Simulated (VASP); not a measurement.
# ZnCu (R-3m) in VASP: notebook

The runs below take ZnCu through single point, with PBE.

All numbers are computed with VASP 6.6.1; they aren't measurements. Logs are shortened: lines on timing, memory, paths and dates and some standing lists are left out, and cuts for length are marked.

## 1. The cell of the first run

The structure is trigonal, space group R-3m (No. 166). The conventional cell has a = 3.490 Å, b = 3.490 Å, c = 7.266 Å, α = 90.00°, β = 90.00°, γ = 120.00°. Zn (site symmetry -3m) has 6 Cu at 2.35 Å and 6 Zn at 3.15 Å within 3.2 Å. Cu (site symmetry -3m) has 6 Zn at 2.35 Å and 6 Cu at 3.15 Å within 3.2 Å.

## 2. Single point, PBE

File INCAR:

```
PREC     = Accurate       # precision mode
ENCUT    = 520            # plane-wave cutoff, eV
EDIFF    = 1E-7           # SCF threshold, eV
ISMEAR   = 0              # smearing method
SIGMA    = 0.15           # smearing width, eV
LREAL    = False          # projectors in reciprocal space
LASPH    = True           # aspherical terms in the spheres
NELM     = 100            # most SCF steps
ALGO     = Fast           # electronic algorithm
ISIF     = 2              # what is computed and relaxed
LWAVE    = False          # write WAVECAR
LCHARG   = False          # write CHGCAR
GGA      = PE             # functional
NBANDS   = 18             # bands
```

File KPOINTS:

```
Automatic mesh
0
Gamma
  18 18 18
```

File POSCAR:

```
ZnCu
1.0
    3.0433329026      0.5757656843      0.5757656843
    0.5757656843      3.0433329026      0.5757656843
    0.5757656843      0.5757656843      3.0433329026
Zn Cu
1 1
Direct
    0.5000000000      0.5000000000      0.5000000000
    0.0000000000      0.0000000000      0.0000000000
```

Potentials or basis: VASP PAW PBE potentials, release 64 (Zn, Cu).

Launch:

```
> cat potpaw_PBE.64/Zn/POTCAR potpaw_PBE.64/Cu/POTCAR > POTCAR
> mpirun -np 1 vasp_std > vasp.out
```

OUTCAR:

```text
PREC = Accurate
   ENCUT = 520
   EDIFF = 1E-7
   ISMEAR = 0
   LREAL = False
   LASPH = True
   NELM = 100
   ISIF = 2
   GGA = PE

 ion  position               nearest neighbor table
   1  0.500  0.500  0.500-   2 2.35   2 2.35   2 2.35   2 2.35   2 2.35   2 2.35
   2  0.000  0.000  0.000-   1 2.35   1 2.35   1 2.35   1 2.35   1 2.35   1 2.35

  LATTYP: Found a trigonal (rhomboedric) cell.
 ALAT       =     3.1503789300
 COS(alpha) =     0.3865030675

  Lattice vectors:

 A1 = (   3.0433329026,   0.5757656843,   0.5757656843)
 A2 = (   0.5757656843,   3.0433329026,   0.5757656843)
 A3 = (   0.5757656843,   0.5757656843,   3.0433329026)

Analysis of symmetry for initial positions (statically):
=====================================================================
 Subroutine PRICEL returns:
 Original cell was already a primitive cell.

 Routine SETGRP: Setting up the symmetry group for a
 trigonal (rhombohedral) supercell.

 Subroutine GETGRP returns: Found 12 space group operations
 (whereof 12 operations were pure point group operations)
 out of a pool of 12 trial point group operations.

The static configuration has the point symmetry D_3d.

Analysis of symmetry for dynamics (positions and initial velocities):
=====================================================================
 Subroutine PRICEL returns:
 Original cell was already a primitive cell.

 Routine SETGRP: Setting up the symmetry group for a
 trigonal (rhombohedral) supercell.

 Subroutine GETGRP returns: Found 12 space group operations
 (whereof 12 operations were pure point group operations)
 out of a pool of 12 trial point group operations.

The dynamic configuration has the point symmetry D_3d.

 Subroutine INISYM returns: Found 12 space group operations
 (whereof 12 operations are pure point group operations),
 and found     1 'primitive' translations

----------------------------------------------------------------------------------------

                                     Primitive cell

  volume of cell :      25.5421

  direct lattice vectors                    reciprocal lattice vectors
     3.043332903  0.575765684  0.575765684     0.349633879 -0.055623572 -0.055623572
     0.575765684  3.043332903  0.575765684    -0.055623572  0.349633879 -0.055623572
     0.575765684  0.575765684  3.043332903    -0.055623572 -0.055623572  0.349633879

  length of vectors
     3.150378930  3.150378930  3.150378930     0.358373845  0.358373845  0.358373845

  position of ions in fractional coordinates (direct lattice)
     0.500000000  0.500000000  0.500000000
     0.000000000  0.000000000  0.000000000

  ion indices of the primitive-cell ions
   primitive index   ion index
                 1           1
                 2           2

----------------------------------------------------------------------------------------

 KPOINTS: Automatic mesh

Automatic generation of k-mesh.
 Grid dimensions read from file:
 generate k-points for:   18   18   18

 Generating k-lattice:

  Cartesian coordinates                     Fractional coordinates (reciprocal lattice)
     0.019424104 -0.003090198 -0.003090198     0.055555556 -0.000000000 -0.000000000
    -0.003090198  0.019424104 -0.003090198    -0.000000000  0.055555556 -0.000000000
    -0.003090198 -0.003090198  0.019424104    -0.000000000 -0.000000000  0.055555556

  Length of vectors
     0.019909658  0.019909658  0.019909658

  Shift w.r.t. Gamma in fractional coordinates (k-lattice)
     0.000000000  0.000000000  0.000000000

 Subroutine IBZKPT returns following result:
 ===========================================

 Found    580 irreducible k-points:

 Following reciprocal coordinates:
            Coordinates               Weight
  0.000000  0.000000  0.000000      1.000000
  0.055556  0.000000  0.000000      6.000000
  0.111111  0.000000  0.000000      6.000000
  0.166667  0.000000  0.000000      6.000000
  0.222222 -0.000000  0.000000      6.000000
  0.277778  0.000000  0.000000      6.000000
[... 16 lines left out ...]
 -0.277778  0.055556 -0.000000     12.000000
 -0.222222  0.055556 -0.000000     12.000000
 [... further k-points ...]
   k-points           NKPTS =    580   k-points in BZ     NKDIM =    580   number of bands    NBANDS=     18
   number of dos      NEDOS =    301   number of ions     NIONS =      2
   total plane-waves  NPLWV =  13824
   dimension x,y,z NGX =    24 NGY =   24 NGZ =   24
   dimension x,y,z NGXF=    48 NGYF=   48 NGZF=   48
   ions per type =               1   1
   NGX,Y,Z   is equivalent  to a cutoff of  12.66, 12.66, 12.66 a.u.
   NGXF,Y,Z  is equivalent  to a cutoff of  25.33, 25.33, 25.33 a.u.
 SYSTEM =  unknown system
   PREC   = accura    normal or accurate (medium, high low for compatibility)
   ISTART =      0    job   : 0-new  1-cont  2-samecut
   ICHARG =      2    charge: 1-file 2-atom 10-const
   ISPIN  =      1    spin polarized calculation?
   LNONCOLLINEAR =      F non collinear calculations
   LSORBIT =      F    spin-orbit coupling
   LASPH  =      T    aspherical Exc in radial PAW
   ENCUT  =  520.0 eV  38.22 Ry    6.18 a.u.   5.86  5.86  5.86*2*pi/ulx,y,z
   NELM   =    100;   NELMIN=  2; NELMDL= -5     # of ELM steps
   EDIFF  = 0.1E-06   stopping-criterion for ELM
   LREAL  =      F    real-space projection
   EDIFFG = 0.1E-05   stopping-criterion for IOM
   NSW    =      0    number of steps for IOM
   IBRION =     -1    ionic relax: 0-MD 1-quasi-New 2-CG
   NFREE  =      0    steps in history (QN), initial steepest desc. (CG)
   ISIF   =      2    stress and relaxation
   ISYM   =      2    0-nonsym 1-usesym 2-fastsym
   POTIM  = 0.5000    time-step for ionic-motion
   TEBEG  =    0.0;   TEEND  =   0.0 temperature during run
   PSTRESS=    0.0 pullay stress
   NELECT =      23.0000    total number of electrons
   NUPDOWN=      -1.0000    fix difference up-down
   EMIN   =  10.00;   EMAX   =-10.00  energy-range for DOS
   EFERMI =   0.00;   METHOD = LEGACY
   ISMEAR =     0;   SIGMA  =   0.15  broadening in eV -4-tet -1-fermi 0-gaus
   EFERMI_NEDOS =   21; number of points for ismear=-14 and -15
   IALGO  =     68    algorithm
   IMIX   =      4    mixing-type and parameters
     AMIX     =   0.40;   BMIX     =  1.00
     AMIX_MAG =   1.60;   BMIX_MAG =  1.00
  volume/ion in A,a.u.               =      12.77        86.18
  Fermi-wavevector in a.u.,A,eV,Ry     =   1.580880  2.987429 34.003415  2.499180
  Thomas-Fermi vector in A             =   2.681040
   LORBIT       =      0    0 simple, 1 ext, 2 COOP (PROOUT), +10 PAW based schemes
   GGA     = PE    functional components
   LHFCALC =     F    Hartree Fock is set to
   AEXX    =    0.0000 exact exchange contribution
   IVDW    =     0    specifies the selected vdW correction
   LEPSILON=     F    determine dielectric tensor
   LRPA    =     F    only Hartree local field effects (RPA)
 non-spin polarized calculation
 RMM-DIIS sequential band-by-band and
 Gauss-broadening in eV      SIGMA  =   0.15
  energy-cutoff  :      520.00
  volume of cell :       25.54
 maximum number of plane-waves:       718
   NGX = 11   NGY = 11   NGZ = 11

 number of electron      23.0000020 magnetization

 Free energy of the ion-electron system (eV)
  ---------------------------------------------------
  ext. energy  EPLUGINS =         0.00000000
  ---------------------------------------------------
  free energy    TOTEN  =        -4.05132366 eV

  energy without entropy =       -4.04476398  energy(sigma->0) =       -4.04804382

 E-fermi :   5.8169     XC(G=0): -12.3288

 val. band max:        5.8113381414   @ k =  -0.3889   0.5000   0.1667
 cond. band min:       5.8212763653   @ k =   0.5000   0.4444   0.0000
 fundamental gap:      0.0099382238
 Fermi energy:         5.8169228638

 k-point     1 :       0.0000    0.0000    0.0000
  band No.  band energies     occupation
      1      -4.7794      2.00000
      2      -2.3628      2.00000
      3      -2.3628      2.00000
      4      -2.2743      2.00000
      5      -2.2743      2.00000
      6      -1.9906      2.00000
[... 10 lines left out ...]
     17      20.2732      0.00000
     18      20.6677      0.00000

 k-point     2 :       0.0556    0.0000    0.0000
  band No.  band energies     occupation
      1      -4.7169      2.00000
      2      -2.3588      2.00000
      3      -2.3530      2.00000
      4      -2.2705      2.00000
      5      -2.2635      2.00000
      6      -1.9867      2.00000
[... 10 lines left out ...]
     17      20.2124      0.00000
     18      21.0534      0.00000

 k-point     3 :       0.1111    0.0000    0.0000
  band No.  band energies     occupation
      1      -4.5304      2.00000
      2      -2.3472      2.00000
      3      -2.3254      2.00000
      4      -2.2586      2.00000
      5      -2.2320      2.00000
      6      -1.9744      2.00000
[... 10 lines left out ...]
     17      20.0615      0.00000
     18      21.3817      0.00000

 k-point     4 :       0.1667    0.0000    0.0000
  band No.  band energies     occupation
      1      -4.2241      2.00000
      2      -2.3293      2.00000
      3      -2.2854      2.00000
      4      -2.2358      2.00000
      5      -2.1823      2.00000
      6      -1.9525      2.00000
[... 375 lines left out ...]
      4      -2.0142      2.00000
      5      -1.8347      2.00000
      6      -1.7677      2.00000
[... 10 lines left out ...]
     17      19.9429      0.00000
     18      20.9950      0.00000

 k-point    23 :      -0.2778    0.0556   -0.0000
  band No.  band energies     occupation
      1      -3.1231      2.00000
      2      -2.2752      2.00000
      3      -2.1682      2.00000
      4      -2.1103      2.00000
      5      -1.9874      2.00000
      6      -1.8592      2.00000
[... 10 lines left out ...]
     17      20.2935      0.00000
     18      21.1018      0.00000

 k-point    24 :      -0.2222    0.0556   -0.0000
  band No.  band energies     occupation
      1      -3.6233      2.00000
      2      -2.2983      2.00000
      3      -2.2452      2.00000
      4      -2.1619      2.00000
      5      -2.0757      2.00000
      6      -1.9008      2.00000
[... 10 lines left out ...]
     17      20.3382      0.00000
     18      20.7594      0.00000

 [... further k-points ...]
[... 5 lines left out ...]
  --------------------------------------------------------------------------------------
  -------------------------------------------------------------------------------------
  Total        3.3108157      3.3108157      3.3108157     -0.6770340     -0.6770340     -0.6770340
  in kB      207.6776141    207.6776141    207.6776141    -42.4683308    -42.4683308    -42.4683308
  external PRESSURE =     207.6776141 kB  Pullay stress =       0.0000000 kB

 VOLUME and BASIS-vectors are now :
 -----------------------------------------------------------------------------
  energy-cutoff  :      520.00
  volume of cell :       25.54
      direct lattice vectors                 reciprocal lattice vectors
     3.043332903  0.575765684  0.575765684     0.349633879 -0.055623572 -0.055623572
     0.575765684  3.043332903  0.575765684    -0.055623572  0.349633879 -0.055623572
     0.575765684  0.575765684  3.043332903    -0.055623572 -0.055623572  0.349633879

 POSITION                                       TOTAL-FORCE (eV/Angst)
 -----------------------------------------------------------------------------------
      2.09743      2.09743      2.09743         0.000000     -0.000000      0.000000
      0.00000      0.00000      0.00000        -0.000000      0.000000      0.000000
 -----------------------------------------------------------------------------------
    total drift:                               -0.000000      0.000000     -0.000000

  FREE ENERGIE OF THE ION-ELECTRON SYSTEM (eV)
  ---------------------------------------------------
  free  energy   TOTEN  =        -4.0513236625 eV

  energy  without entropy=       -4.0447639787  energy(sigma->0) =       -4.04804382
```

It took 3.5 min on 1 thread of Intel Xeon Platinum 8259CL at 2.50GHz (Skylake/Cascade Lake), shared host; peak memory 0.38 GiB.

What came out:

* Free energy: -4.0513 eV
* Pressure: 20.8 GPa
* Band gap on the k mesh: zero (an odd number of electrons rules out a gap without spin polarisation)

Stress tensor (GPa, compression positive):
```
20.77 -4.25 -4.25
-4.25 20.77 -4.25
-4.25 -4.25 20.77
```

Levels at points of the mesh, in eV from the Fermi level:
| k point | band 9 | band 10 | band 11 | band 12 | band 13 | band 14 |
| --- | --- | --- | --- | --- | --- | --- |
| (0.00, 0.00, 0.00) | -3.45 | -3.19 | -3.19 | 7.08 | 7.08 | 9.28 |
| (0.50, 0.00, 0.00) | -3.94 | -3.61 | -3.41 | -2.54 | 9.39 | 9.47 |
| (0.50, 0.50, 0.00) | -3.31 | -3.29 | -3.10 | -0.20 | 1.03 | 4.11 |
| (0.50, 0.50, 0.50) | -3.38 | -3.31 | -3.31 | -1.51 | 7.74 | 7.74 |

Caveat: the cell stands under pressure.

## 3. Single point, PBE

This run uses another cell than the first one, of the same volume but with other edges.

File INCAR:

```
PREC = Accurate
ENCUT = 520
EDIFF = 1E-6
ISMEAR = 0
SIGMA = 0.15
LREAL = False
LASPH = True
NELM = 60
ALGO = Fast
ISIF = 2
LWAVE = False
LCHARG = False
GGA = PE
NBANDS = 18
```

KPOINTS is that of step 2.

File POSCAR:

```
ZnCu
1.0
    2.9467096719     -0.0703992072     -0.0703992072
   -0.0703992072      2.9467096719     -0.0703992072
   -0.0703992072     -0.0703992072      2.9467096719
Zn Cu
1 1
Direct
    0.5000000000      0.5000000000      0.5000000000
    0.0000000000      0.0000000000      0.0000000000
```

Potentials or basis: VASP PAW PBE potentials, release 64 (Zn, Cu).

Launch:

```
> cat potpaw_PBE.64/Zn/POTCAR potpaw_PBE.64/Cu/POTCAR > POTCAR
> mpirun -np 1 vasp_std > vasp.out
```

OUTCAR:

```text
PREC = Accurate
   ENCUT = 520
   EDIFF = 1E-6
   ISMEAR = 0
   LREAL = False
   LASPH = True
   NELM = 60
   ISIF = 2
   GGA = PE

 ion  position               nearest neighbor table
   1  0.500  0.500  0.500-   2 2.43   2 2.43   2 2.59   2 2.59   2 2.59   2 2.59   2 2.59   2 2.59

   2  0.000  0.000  0.000-   1 2.43   1 2.43   1 2.59   1 2.59   1 2.59   1 2.59   1 2.59   1 2.59

  LATTYP: Found a trigonal (rhomboedric) cell.
 ALAT       =     2.9483910845
 COS(alpha) =    -0.0471569688

[... 696 lines left out ...]

  FORCE on cell =-STRESS in cart. coord.  units (eV):
  Direction    XX          YY          ZZ          XY          YZ          ZX
  --------------------------------------------------------------------------------------
  -------------------------------------------------------------------------------------
  Total        0.6651124      0.6651124      0.6651124      0.8475341      0.8475341      0.8475341
  in kB       41.7205206     41.7205206     41.7205206     53.1632934     53.1632934     53.1632934
  external PRESSURE =      41.7205206 kB  Pullay stress =       0.0000000 kB

 VOLUME and BASIS-vectors are now :
 -----------------------------------------------------------------------------
  energy-cutoff  :      520.00
  volume of cell :       25.54
      direct lattice vectors                 reciprocal lattice vectors
     2.946709672 -0.070399207 -0.070399207     0.339758904  0.008315777  0.008315777
    -0.070399207  2.946709672 -0.070399207     0.008315777  0.339758904  0.008315777
    -0.070399207 -0.070399207  2.946709672     0.008315777  0.008315777  0.339758904

 POSITION                                       TOTAL-FORCE (eV/Angst)
 -----------------------------------------------------------------------------------
      1.40296      1.40296      1.40296         0.000000     -0.000000      0.000000
      0.00000      0.00000      0.00000        -0.000000      0.000000      0.000000
 -----------------------------------------------------------------------------------
    total drift:                                0.000000      0.000000     -0.000000

  FREE ENERGIE OF THE ION-ELECTRON SYSTEM (eV)
  ---------------------------------------------------
  free  energy   TOTEN  =        -4.9544310540 eV

  energy  without entropy=       -4.9498257441  energy(sigma->0) =       -4.95212840
```

Wall time 3.4 min (1 thread of Intel Xeon Platinum 8259CL at 2.50GHz (Skylake/Cascade Lake), shared host); peak memory 0.37 GiB.

Results:

| Quantity | Value |
| --- | --- |
| Free energy | -4.9544 eV |
| Pressure | 4.2 GPa |
| Band gap on the k mesh | zero (an odd number of electrons rules out a gap without spin polarisation) |

Levels at points of the mesh, in eV from the Fermi level:
```csv
k point,band 9,band 10,band 11,band 12,band 13,band 14,band 15,band 16
"(0.00, 0.00, 0.00)",-2.77,-2.77,-2.76,5.90,6.43,6.43,11.28,11.28
"(0.50, 0.00, 0.00)",-3.38,-3.25,-2.84,-2.04,11.45,11.59,11.95,12.01
"(0.50, 0.50, 0.00)",-2.90,-2.53,-2.22,-1.56,1.39,2.49,13.37,14.78
"(0.50, 0.50, 0.50)",-2.52,-2.52,3.31,4.00,4.00,4.21,4.21,4.59
```

Caveat: the cell stands under pressure.

## 4. Single point, PBE

This run uses another cell than the first one, of the same volume but with other edges.

File INCAR:

```
PREC = Accurate ; ENCUT = 520
EDIFF = 1E-6 ; ISMEAR = 0
SIGMA = 0.15 ; LREAL = F
LASPH = T ; NELM = 80
ALGO = Fast ; ISIF = 2
LWAVE = F ; LCHARG = T
GGA = PE ; LELF = T
LVHAR = T ; NBANDS = 18
```

KPOINTS is that of step 3.

File POSCAR:

```
ZnCu
1.0
    2.9469550329      0.0765442866      0.0765442866
    0.0765442866      2.9469550329      0.0765442866
    0.0765442866      0.0765442866      2.9469550329
Zn Cu
1 1
Direct
    0.5000000000      0.5000000000      0.5000000000
    0.0000000000      0.0000000000      0.0000000000
```

Launch:

```
> cat potpaw_PBE.64/Zn/POTCAR potpaw_PBE.64/Cu/POTCAR > POTCAR
> mpirun -np 1 vasp_std > vasp.out
```

Run time: 3.9 min. Hardware: 1 thread of Intel Xeon Platinum 8259CL at 2.50GHz (Skylake/Cascade Lake), shared host; peak memory 0.37 GiB.

It converged, with:

* Free energy: -4.9611 eV
* Pressure: 4.1 GPa
* Band gap on the k mesh: zero (an odd number of electrons rules out a gap without spin polarisation)

Stress tensor (GPa, compression positive):
```
 4.06 -3.79 -3.79
-3.79  4.06 -3.79
-3.79 -3.79  4.06
```

Levels at points of the mesh, in eV from the Fermi level:
```
           k point  band 8  band 9  band 10  band 11  band 12  band 13  band 14  band 15
(0.00, 0.00, 0.00)   -3.59   -2.77    -2.76    -2.76     6.08     6.08     6.62    11.28
(0.50, 0.00, 0.00)   -3.73   -3.36    -3.26    -2.84    -2.03    11.48    11.57    11.87
(0.50, 0.50, 0.00)   -2.92   -2.89    -2.53    -2.22    -1.54     1.40     2.49    12.76
(0.50, 0.50, 0.50)   -4.29   -2.51    -2.51     2.75     3.55     4.72     4.72     4.78
```

Caveat: the cell stands under pressure.

## 5. Summary

| cell | further INCAR settings | gap on the mesh (eV) | pressure (GPa) |
| --- | --- | --- | --- |
| a = 3.150 Å, angles 67.3°, 2 atoms | ALGO = Fast; EDIFF = 1e-07; NBANDS = 18 | none | 20.8 |
| a = 2.948 Å, angles 92.7°, 2 atoms | ALGO = Fast; EDIFF = 1e-06; NBANDS = 18 | none | 4.2 |
| a = 2.949 Å, angles 87.0°, 2 atoms | ALGO = Fast; EDIFF = 1e-06; NBANDS = 18 | none | 4.1 |

Alike in all rows: task single point; level PBE; potentials or basis VASP PAW PBE potentials, release 64 (Zn, Cu); no spin polarisation; k mesh 18 × 18 × 18; cutoff (eV) 520; smearing gaussian 0.15 eV.

Caveats: the cell stands under pressure.

Total energies depend on the potentials used, so only differences within one code and one set of settings carry meaning.

The gap in the log of VASP goes by the Fermi energy; the results here count the filled bands.